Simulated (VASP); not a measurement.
Input of a VASP 6.6.1 run:

Contents of INCAR:

```
ALGO     = Normal         # electronic algorithm
EDIFF    = 1E-6           # SCF threshold, eV
ENCUT    = 520            # plane-wave cutoff, eV
GGA      = PS             # functional
ISIF     = 2              # what is computed and relaxed
ISMEAR   = -1             # smearing method
LASPH    = T              # aspherical terms in the spheres
LCHARG   = F              # write CHGCAR
LREAL    = F              # projectors in reciprocal space
LWAVE    = F              # write WAVECAR
NBANDS   = 14             # bands
NELM     = 60             # most SCF steps
PREC     = Accurate       # precision mode
SIGMA    = 0.1            # smearing width, eV
```

The input KPOINTS:

```
k-points
0
Gamma
  16 16 5
```

Contents of POSCAR:

```
B
1.0
    2.6338514149      0.0000000000      0.0000000000
   -1.3169257074      2.2809822351      0.0000000000
    0.0000000000      0.0000000000      3.1326785793
B
4
Direct
    0.0000000000      0.0000000000      0.2500000000
    0.0000000000      0.0000000000      0.7500000000
    0.3333333333      0.6666666667      0.2500000000
    0.6666666667      0.3333333333      0.7500000000
```

Potentials or basis: VASP PAW PBE potentials, release 64 (B).

Command:

```console
$ cat potpaw_PBE.64/B/POTCAR > POTCAR
$ mpirun -np 1 vasp_std > vasp.out
```

(1) Predict the band gap on the k mesh.

(2) Predict the pressure.

Answers

(1) zero (band 6 reaches 12.99 eV, above the bottom of band 7 at 10.81 eV).

(2) 191.1 GPa.

Caveat: the k points lie up to 0.40 Å⁻¹ apart; the PAW data sets were made with another functional, which shifts forces and pressure a little.
